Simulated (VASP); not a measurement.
Set up this calculation in VASP 6.6.1, as the native input.

| Quantity | Value |
| --- | --- |
| Task | single point |
| Functional | PBE |
| Potentials or basis | VASP PAW PBE potentials, release 64 (Hf_pv, O) |
| Cutoff | 520 eV |
| k mesh | 8 × 8 × 8 |
| Occupations | gaussian, width 0.05 eV |
| Spin | no spin polarisation |
| Dipole correction | no |
| Further INCAR settings | ALGO = Normal; EDIFF = 1e-06; NBANDS = 18 |

The structure of HfO2 lies in POSCAR:

```
HfO2
1.0
    0.2054712690      2.6095812813      2.6095812813
    2.6095812813      0.2054712690      2.6095812813
    2.6095812813      2.6095812813      0.2054712690
Hf O
1 2
Direct
    0.0000000000      0.0000000000      0.0000000000
    0.2500000000      0.2500000000      0.2500000000
    0.7500000000      0.7500000000      0.7500000000
```

These files were run (other wordings do the same):

INCAR

```
PREC     = Accurate       # precision mode
ENCUT    = 520            # plane-wave cutoff, eV
EDIFF    = 1E-6           # SCF threshold, eV
ISMEAR   = 0              # smearing method
SIGMA    = 0.05           # smearing width, eV
LREAL    = False          # projectors in reciprocal space
LASPH    = True           # aspherical terms in the spheres
NELM     = 80             # most SCF steps
ALGO     = Normal         # electronic algorithm
ISIF     = 2              # what is computed and relaxed
LWAVE    = False          # write WAVECAR
LCHARG   = False          # write CHGCAR
GGA      = PE             # functional
NBANDS   = 18             # bands
```

KPOINTS

```
Automatic mesh
0
Gamma
  8 8 8
```

Potentials or basis: VASP PAW PBE potentials, release 64 (Hf_pv, O).

Command:

```console
$ cat potpaw_PBE.64/Hf_pv/POTCAR potpaw_PBE.64/O/POTCAR > POTCAR
$ mpirun -np 1 vasp_std > vasp.out
```

It gave:

The pressure is 15.4 GPa, the largest force is 0.800 eV/Å and the band gap on the k mesh is 4.03 eV, direct.

Caveat: spin-orbit coupling is left out, which moves the levels of the heavy elements.

Run time: 23 s on 1 thread of Intel(R) Xeon(R) Platinum 8488C (Sapphire Rapids) (shared host), peak memory 0.18 GiB.
